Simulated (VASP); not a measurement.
# MnS (Fm-3m) in VASP: settings compared, part 2 of 2

VASP 6.6.1. The steps go on from the part before.

### Step 3. Relaxation of cell and atoms, LDA+U, collinear spin, ferromagnetic start

Input file INCAR:

```
SYSTEM = MnS
ALGO     = Normal         ! electronic algorithm
EDIFF    = 1E-6           ! SCF threshold, eV
EDIFFG   = -0.01          ! ionic threshold
ENCUT    = 600            ! plane-wave cutoff, eV
IBRION   = 2              ! ionic algorithm
ISIF     = 3              ! what is computed and relaxed
ISMEAR   = -1             ! smearing method
ISPIN    = 2              ! spin polarisation
LASPH    = .True.         ! aspherical terms in the spheres
LCHARG   = .False.        ! write CHGCAR
LDAU     = .True.         ! DFT+U
LDAUJ    = 0 0          
LDAUL    = 2 -1           ! shell
LDAUPRINT= 1            
LDAUTYPE = 2            
LDAUU    = 8 0            ! U, eV
LMAXMIX  = 4              ! l up to which the mixer works
LORBIT   = 11             ! projections on sites
LREAL    = .False.        ! projectors in reciprocal space
LWAVE    = .False.        ! write WAVECAR
MAGMOM   = 4 0            ! initial moments
NELM     = 150            ! most SCF steps
NSW      = 60             ! ionic steps
PREC     = Accurate       ! precision mode
SIGMA    = 0.05           ! smearing width, eV
```

Input file KPOINTS:

```
k-points
0
Gamma
  9 9 9
  0 0 0
```

Input file POSCAR:

```
MnS
1.0
    0.0000000000      2.6045000000      2.6045000000
    2.6045000000      0.0000000000      2.6045000000
    2.6045000000      2.6045000000      0.0000000000
Mn S
1 1
Direct
    0.0000000000      0.0000000000      0.0000000000
    0.5000000000      0.5000000000      0.5000000000
```

Potentials or basis: VASP PAW LDA potentials, release 64 (Mn_pv, S).

On the command line:

```sh
cat potpaw_LDA.64/Mn_pv/POTCAR potpaw_LDA.64/S/POTCAR > POTCAR
mpirun -np 1 vasp_std > vasp.out
```

OUTCAR:

```text
SYSTEM = MnS
   EDIFF = 1E-6
   EDIFFG = -0.01
   ENCUT = 600
   IBRION = 2
   ISIF = 3
   ISMEAR = -1
   ISPIN = 2
   LASPH = .True.
   LORBIT = 11
   LREAL = .False.
   NELM = 150
   NSW = 60
   PREC = Accurate

 ion  position               nearest neighbor table
   1  0.000  0.000  0.000-   2 2.60   2 2.60   2 2.60   2 2.60   2 2.60   2 2.60
   2  0.500  0.500  0.500-   1 2.60   1 2.60   1 2.60   1 2.60   1 2.60   1 2.60

  LATTYP: Found a face centered cubic cell.
 ALAT       =     5.2090000000

  Lattice vectors:

 A1 = (   0.0000000000,   2.6045000000,   2.6045000000)
 A2 = (   2.6045000000,   0.0000000000,   2.6045000000)
 A3 = (   2.6045000000,   2.6045000000,   0.0000000000)

Analysis of symmetry for initial positions (statically):
=====================================================================
 Subroutine PRICEL returns:
 Original cell was already a primitive cell.

 Routine SETGRP: Setting up the symmetry group for a
 face centered cubic supercell.

 Subroutine GETGRP returns: Found 48 space group operations
 (whereof 48 operations were pure point group operations)
[... 1083 lines left out ...]
      7       3.5539      1.00000
      8       7.4641      0.00000
      9       8.5709      0.00000
     10      10.1489      0.00000
     11      11.3344      0.00000
     12      11.3628      0.00000
     13      11.3628      0.00000
     14      15.6379      0.00000
     15      16.9321      0.00000

 [... further k-points ...]
[... 5 lines left out ...]
  --------------------------------------------------------------------------------------
  -------------------------------------------------------------------------------------
  Total       -0.0154659     -0.0154659     -0.0154659      0.0000000      0.0000000      0.0000000
  in kB       -0.7012638     -0.7012638     -0.7012638      0.0000000      0.0000000      0.0000000
  external PRESSURE =      -0.7012638 kB  Pullay stress =       0.0000000 kB

 VOLUME and BASIS-vectors are now :
 -----------------------------------------------------------------------------
  energy-cutoff  :      600.00
  volume of cell :       35.33
      direct lattice vectors                 reciprocal lattice vectors
     0.000000000  2.604500000  2.604500000    -0.191975427  0.191975427  0.191975427
     2.604500000  0.000000000  2.604500000     0.191975427 -0.191975427  0.191975427
     2.604500000  2.604500000  0.000000000     0.191975427  0.191975427 -0.191975427

 POSITION                                       TOTAL-FORCE (eV/Angst)
 -----------------------------------------------------------------------------------
      0.00000      0.00000      0.00000         0.000000      0.000000      0.000000
      2.60450      2.60450      2.60450        -0.000000     -0.000000     -0.000000
 -----------------------------------------------------------------------------------
    total drift:                               -0.000000      0.000000      0.000000

  FREE ENERGIE OF THE ION-ELECTRON SYSTEM (eV)
  ---------------------------------------------------
  free  energy   TOTEN  =       -12.8719468703 eV

  energy  without entropy=      -12.8719468576  energy(sigma->0) =      -12.87194686

 reached required accuracy - stopping structural energy minimisation

 total charge

# of ion       s       p       d       tot
------------------------------------------
    1        0.231   6.180   4.900  11.311
    2        1.319   2.462   0.000   3.781
--------------------------------------------------
tot          1.550   8.643   4.900  15.092

 magnetization (x)

# of ion       s       p       d       tot
------------------------------------------
    1        0.039   0.031   4.610   4.679
    2        0.013   0.032   0.000   0.045
--------------------------------------------------
tot          0.052   0.063   4.610   4.725
```

OSZICAR:

```text
N       E                     dE             d eps       ncg     rms          rms(c)
DAV:   1     0.160505691890E+03    0.16051E+03   -0.11615E+04  2100   0.146E+03
DAV:   2    -0.342234875157E+01   -0.16393E+03   -0.15694E+03  2345   0.362E+02
DAV:   3    -0.103070371928E+02   -0.68847E+01   -0.68503E+01  2625   0.812E+01
DAV:   4    -0.103962371425E+02   -0.89200E-01   -0.89181E-01  2548   0.945E+00
DAV:   5    -0.103980210049E+02   -0.17839E-02   -0.17838E-02  2726   0.136E+00    0.120E+01
DAV:   6    -0.120957013256E+02   -0.16977E+01   -0.10562E+01  2250   0.398E+01    0.128E+01
DAV:   7    -0.127528164440E+02   -0.65712E+00   -0.12526E+00  2240   0.117E+01    0.736E+00
DAV:   8    -0.128533908652E+02   -0.10057E+00   -0.12590E-01  2471   0.445E+00    0.434E+00
DAV:   9    -0.128696358088E+02   -0.16245E-01   -0.23189E-02  2311   0.206E+00    0.578E-01
DAV:  10    -0.128695348904E+02    0.10092E-03   -0.52128E-03  2391   0.888E-01    0.258E-01
DAV:  11    -0.128719010979E+02   -0.23662E-02   -0.90621E-04  2261   0.458E-01    0.151E-01
DAV:  12    -0.128719364372E+02   -0.35339E-04   -0.21207E-04  2457   0.126E-01    0.801E-02
DAV:  13    -0.128719487966E+02   -0.12359E-04   -0.88327E-06  2604   0.372E-02    0.247E-02
DAV:  14    -0.128719467418E+02    0.20548E-05   -0.77307E-06  2331   0.154E-02    0.627E-03
DAV:  15    -0.128719468703E+02   -0.12851E-06   -0.32938E-07  1232   0.702E-03
   1 F= -.12871947E+02 E0= -.12871947E+02  d E =-.128719E+02  mag=     5.0000
```

Wall time 29 s (1 thread of Intel Xeon 6975P-C (Granite Rapids), shared host); peak memory 0.17 GiB.

Results:

```
Free energy                                           : -12.8719 eV
Pressure after relaxing                               : -0.1 GPa
Band gap on the k mesh                                : 1.49 eV (least direct gap 3.10 eV)
Net moment                                            : 5.00 μB per cell
Site moments                                          : Mn +4.68; S +0.04 μB
Valence electrons inside the program's atomic spheres : Mn 11.31; S 3.78
```

Final structure:
```
Mn S
1.0
     0.00000    2.60450    2.60450
     2.60450    0.00000    2.60450
     2.60450    2.60450    0.00000
Mn S
1 1
Direct
  0.00000 0.00000 0.00000
  0.50000 0.50000 0.50000
```

Eigenvalues of the final occupation matrices:
| site | spin | trace | eigenvalues |
| --- | --- | --- | --- |
| site 1 d | 1 | 4.77 | 0.94 0.94 0.94 0.97 0.97 |
| site 1 d | 2 | 0.15 | 0.01 0.01 0.01 0.06 0.06 |

Caveat: the relaxation stopped at its first step, so nothing moved; an odd mesh through Γ misses points on the zone boundary, where band edges can lie; a cell with one magnetic atom can't hold antiferromagnetic order, which such compounds often take. The state reached can hang on the start; a lower one may exist.

### Step 4. Phonons, RPBE+D3(BJ)+U, collinear spin, ferromagnetic start

Input file INCAR:

```
PREC = Accurate
ENCUT = 520
EDIFF = 1E-8
ISMEAR = 0
SIGMA = 0.05
LREAL = F
LASPH = T
NELM = 150
ALGO = Normal
ISIF = 2
LWAVE = F
LCHARG = T
ISPIN = 2
MAGMOM = 4 0
LORBIT = 11
LMAXMIX = 4
LDAU = T
LDAUTYPE = 2
LDAUL = 2 -1
LDAUU = 8 0
LDAUJ = 0 0
LDAUPRINT = 1
GGA = RP
IVDW = 12
NBANDS = 20
IBRION = 6
NFREE = 2
POTIM = 0.015
NSW = 1
```

Input file KPOINTS:

```
Automatic mesh
0
Gamma
  6 6 6
```

POSCAR is that of step 3.

Potentials or basis: VASP PAW PBE potentials, release 64 (Mn_pv, S).

On the command line:

```sh
cat potpaw_PBE.64/Mn_pv/POTCAR potpaw_PBE.64/S/POTCAR > POTCAR
mpirun -np 1 vasp_std > vasp.out
```

OUTCAR:

```text
PREC = Accurate
   ENCUT = 520
   EDIFF = 1E-8
   ISMEAR = 0
   LREAL = F
   LASPH = T
   NELM = 150
   ISIF = 2
   ISPIN = 2
   LORBIT = 11
   GGA = RP
   IVDW = 12
   IBRION = 6
   NFREE = 2
   POTIM = 0.015
   NSW = 1
 IVDW          = 12

 ion  position               nearest neighbor table
   1  0.000  0.000  0.000-   2 2.60   2 2.60   2 2.60   2 2.60   2 2.60   2 2.60
   2  0.500  0.500  0.500-   1 2.60   1 2.60   1 2.60   1 2.60   1 2.60   1 2.60

  LATTYP: Found a face centered cubic cell.
 ALAT       =     5.2090000000

  Lattice vectors:

 A1 = (   0.0000000000,   2.6045000000,   2.6045000000)
 A2 = (   2.6045000000,   0.0000000000,   2.6045000000)
 A3 = (   2.6045000000,   2.6045000000,   0.0000000000)

Analysis of symmetry for initial positions (statically):
=====================================================================
 Subroutine PRICEL returns:
 Original cell was already a primitive cell.

 Routine SETGRP: Setting up the symmetry group for a
 face centered cubic supercell.

 Subroutine GETGRP returns: Found 48 space group operations
 (whereof 48 operations were pure point group operations)
 out of a pool of 48 trial point group operations.

The static configuration has the point symmetry O_h .

Analysis of symmetry for dynamics (positions and initial velocities):
=====================================================================
 Subroutine PRICEL returns:
 Original cell was already a primitive cell.

 Routine SETGRP: Setting up the symmetry group for a
 face centered cubic supercell.

 Subroutine GETGRP returns: Found 48 space group operations
 (whereof 48 operations were pure point group operations)
 out of a pool of 48 trial point group operations.

The dynamic configuration has the point symmetry O_h .

Analysis of structural, dynamic, and magnetic symmetry:
=====================================================================
 Subroutine PRICEL returns:
 Original cell was already a primitive cell.

 Routine SETGRP: Setting up the symmetry group for a
 face centered cubic supercell.

 Subroutine GETGRP returns: Found 48 space group operations
 (whereof 48 operations were pure point group operations)
 out of a pool of 48 trial point group operations.

The overall configuration has the point symmetry O_h .

 Subroutine INISYM returns: Found 48 space group operations
 (whereof 48 operations are pure point group operations),
 and found     1 'primitive' translations

----------------------------------------------------------------------------------------
[... 318 lines left out ...]
  o =  0.0095  v =  0.0000  0.0000  0.0000  0.0000  0.0000  1.0000  0.0000 -0.0000  0.0018 -0.0000      0.0000  0.0000  0.0000  0.0000  0.0000  0.0000  0.0000  0.0000  0.0000  0.0000
  o =  0.0095  v =  0.0000  0.0000  0.0000  0.0000  0.0000  0.0018 -0.0000  0.0000 -1.0000  0.0000      0.0000  0.0000  0.0000  0.0000  0.0000  0.0000  0.0000  0.0000  0.0000  0.0000
  o =  0.0501  v =  0.0000  0.0000  0.0000  0.0000  0.0000  0.0000 -0.0000  0.8660  0.0000  0.5000      0.0000  0.0000  0.0000  0.0000  0.0000  0.0000  0.0000  0.0000  0.0000  0.0000
  o =  0.0501  v =  0.0000  0.0000  0.0000  0.0000  0.0000 -0.0000  0.0000 -0.5000  0.0000  0.8660      0.0000  0.0000  0.0000  0.0000  0.0000  0.0000  0.0000  0.0000  0.0000  0.0000
  o =  0.9469  v =  0.0000  1.0000 -0.0000 -0.0000 -0.0000  0.0000  0.0000  0.0000  0.0000  0.0000      0.0000  0.0000  0.0000  0.0000  0.0000  0.0000  0.0000  0.0000  0.0000  0.0000
  o =  0.9469  v =  1.0000  0.0000  0.0000  0.0000  0.0000  0.0000  0.0000  0.0000  0.0000  0.0000      0.0000  0.0000  0.0000  0.0000  0.0000  0.0000  0.0000  0.0000  0.0000  0.0000
  o =  0.9469  v =  0.0000 -0.0000 -0.0000 -1.0000 -0.0000  0.0000  0.0000  0.0000  0.0000  0.0000      0.0000  0.0000  0.0000  0.0000  0.0000  0.0000  0.0000  0.0000  0.0000  0.0000
  o =  0.9691  v =  0.0000  0.0000 -0.5000 -0.0000  0.8660  0.0000  0.0000  0.0000  0.0000  0.0000      0.0000  0.0000  0.0000  0.0000  0.0000  0.0000  0.0000  0.0000  0.0000  0.0000
  o =  0.9691  v =  0.0000  0.0000  0.8660 -0.0000  0.5000  0.0000  0.0000  0.0000  0.0000  0.0000      0.0000  0.0000  0.0000  0.0000  0.0000  0.0000  0.0000  0.0000  0.0000  0.0000

--------------------------------------- Ionic step        5  -------------------------------------------

 number of electron      18.9999989 magnetization       4.9999995

 Free energy of the ion-electron system (eV)
  ---------------------------------------------------
  ext. energy  EPLUGINS =         0.00000000
  ---------------------------------------------------
  free energy    TOTEN  =       -11.60088655 eV

  energy without entropy =      -11.60088655  energy(sigma->0) =      -11.60088655

 E-fermi :   6.4674     XC(G=0): -10.4299

 val. band max:        6.1284251043   @ k =   0.5000   0.0000   0.0000
 cond. band min:       7.6594196823   @ k =   0.5000   0.5000   0.0000
 fundamental gap:      1.5309945780
 Fermi energy:         6.4673810729

 spin component 1

 k-point     1 :       0.0000    0.0000    0.0000
  band No.  band energies     occupation
      1     -44.2381      1.00000
      2     -44.2381      1.00000
      3     -44.2381      1.00000
      4      -7.5235      1.00000
      5      -0.2032      1.00000
      6      -0.2025      1.00000
[... 541 lines left out ...]
     19      23.2543      0.00000
     20      24.2465      0.00000

 [... further k-points ...]

 spin component 2

 k-point     1 :       0.0000    0.0000    0.0000
  band No.  band energies     occupation
      1     -39.1774      1.00000
      2     -39.1773      1.00000
      3     -39.1773      1.00000
      4      -7.3192      1.00000
      5       5.3009      1.00000
      6       5.3015      1.00000
[... 541 lines left out ...]
     19      24.4524      0.00000
     20      25.7880      0.00000

 [... further k-points ...]

------------------------ aborting loop because EDIFF is reached ----------------------------------------

 Edisp (eV)   -3.45942

 E8    (eV) :    -2.1110
[... 25 lines left out ...]
  FREE ENERGIE OF THE ION-ELECTRON SYSTEM (eV)
  ---------------------------------------------------
  free  energy   TOTEN  =       -15.0603036547 eV

  energy  without entropy=      -15.0603036547  energy(sigma->0) =      -15.06030365

 INTERNAL STRAIN TENSORS FROM DISPLACED ATOMS
 ============================================

 INTERNAL STRAIN TENSOR FOR ION    1 for displacements in x,y,z  (eV/Angst):
          X           Y           Z          XY          YZ          ZX
  --------------------------------------------------------------------------------
  x     0.00000     0.00000     0.00000     0.00000     0.00000     0.00000
  y     0.00000     0.00000     0.00000     0.00000     0.00000     0.00000
  z     0.00000     0.00000     0.00000     0.00000     0.00000     0.00000

 INTERNAL STRAIN TENSOR FOR ION    2 for displacements in x,y,z  (eV/Angst):
          X           Y           Z          XY          YZ          ZX
  --------------------------------------------------------------------------------
  x     0.00000     0.00000     0.00000     0.00000     0.00000     0.00000
  y     0.00000     0.00000     0.00000     0.00000     0.00000     0.00000
  z     0.00000     0.00000     0.00000     0.00000     0.00000     0.00000

 Eigenvectors and eigenvalues of the dynamical matrix
 ----------------------------------------------------

   1 f  =    7.513484 THz    47.208611 2PiTHz  250.622842 cm-1    31.073258 meV
             X         Y         Z           dx          dy          dz
      0.000000  0.000000  0.000000     0.000000    0.605726    0.000000
      2.604500  2.604500  2.604500     0.000000   -0.795673    0.000000
[... 21 lines left out ...]
   6 f/i=    0.012881 THz     0.080933 2PiTHz    0.429658 cm-1     0.053271 meV
             X         Y         Z           dx          dy          dz
      0.000000  0.000000  0.000000     0.000000    0.000000    0.795673
      2.604500  2.604500  2.604500     0.000000    0.000000    0.605726

 ELASTIC MODULI CONTR FROM IONIC RELAXATION (kBar)
 Direction    XX          YY          ZZ          XY          YZ          ZX
 --------------------------------------------------------------------------------
 XX           0.0000      0.0000      0.0000      0.0000      0.0000      0.0000
 YY           0.0000      0.0000      0.0000      0.0000      0.0000      0.0000
 ZZ           0.0000      0.0000      0.0000      0.0000      0.0000      0.0000
 XY           0.0000      0.0000      0.0000      0.0000      0.0000      0.0000
 YZ           0.0000      0.0000      0.0000      0.0000      0.0000      0.0000
 ZX           0.0000      0.0000      0.0000      0.0000      0.0000      0.0000
 --------------------------------------------------------------------------------

 total charge

# of ion       s       p       d       tot
------------------------------------------
    1        0.213   6.170   4.890  11.274
    2        1.321   2.507   0.000   3.828
--------------------------------------------------
tot          1.535   8.678   4.890  15.103

 magnetization (x)

# of ion       s       p       d       tot
------------------------------------------
    1        0.045   0.038   4.639   4.721
    2        0.014   0.014   0.000   0.028
--------------------------------------------------
tot          0.059   0.052   4.639   4.749
```

Wall time 4.2 min (1 thread of Oxide Virtual Turin-like, shared host); peak memory 0.18 GiB.

Results:

- Net moment: 5.00 μB per cell
- Site moments: Mn +4.72; S +0.03 μB
- Valence electrons inside the program's atomic spheres: Mn 11.27; S 3.83
- Highest phonon frequency at Γ, LO-TO splitting left out: 251 cm⁻¹
- Dispersion energy per atom: -1.730 eV

Phonon frequencies in cm⁻¹ (negative: imaginary):
```
              q point        frequencies
(0.000, 0.000, 0.000)  0 0 0 251 251 251
```

Eigenvalues of the final occupation matrices:
```
    site  spin  trace               eigenvalues
site 1 d     1   4.78  0.95 0.95 0.95 0.97 0.97
site 1 d     2   0.13  0.01 0.01 0.01 0.05 0.05
```

Caveat: the cell stands under pressure or tension, which shifts response properties; the dispersion term is far too large for a dense solid, which distorts pressure and volume; the PAW data sets were made with another functional, which shifts forces and pressure a little; a cell with one magnetic atom can't hold antiferromagnetic order, which such compounds often take. The state reached can hang on the start; a lower one may exist.

### Step 5. Overview

```tsv
task	level	potentials or basis	U	cell	k mesh	cutoff (eV)	smearing	gap on the mesh (eV)	pressure (GPa)	moment (μB)
relaxation of cell and atoms	LDA+U	VASP PAW LDA potentials, release 64 (Mn_pv, S)	Mn d U = 6.0 eV	relaxed	9 × 9 × 9	600	fermi-dirac 0.05 eV	0.90	0.0	5.00
relaxation of cell and atoms	LDA+U	VASP PAW LDA potentials, release 64 (Mn_pv, S)	Mn d U = 8.0 eV	relaxed	9 × 9 × 9	600	fermi-dirac 0.05 eV	1.49	-0.1	5.00
phonons	RPBE+D3(BJ)+U	VASP PAW PBE potentials, release 64 (Mn_pv, S)	Mn d U = 8.0 eV	as given	6 × 6 × 6	520	gaussian 0.05 eV	-	-	5.00
```

Alike in all rows: spin collinear, ferromagnetic start.

Caveats: a cell with one magnetic atom can't hold antiferromagnetic order, which such compounds often take; an odd mesh through Γ misses points on the zone boundary, where band edges can lie (at least some runs); the relaxation stopped at its first step, so nothing moved (at least some runs); the cell stands under pressure or tension, which shifts response properties (at least some runs); the dispersion term is far too large for a dense solid, which distorts pressure and volume (at least some runs); the PAW data sets were made with another functional, which shifts forces and pressure a little (at least some runs).

Absolute energies hang on the potentials; compare differences alone.
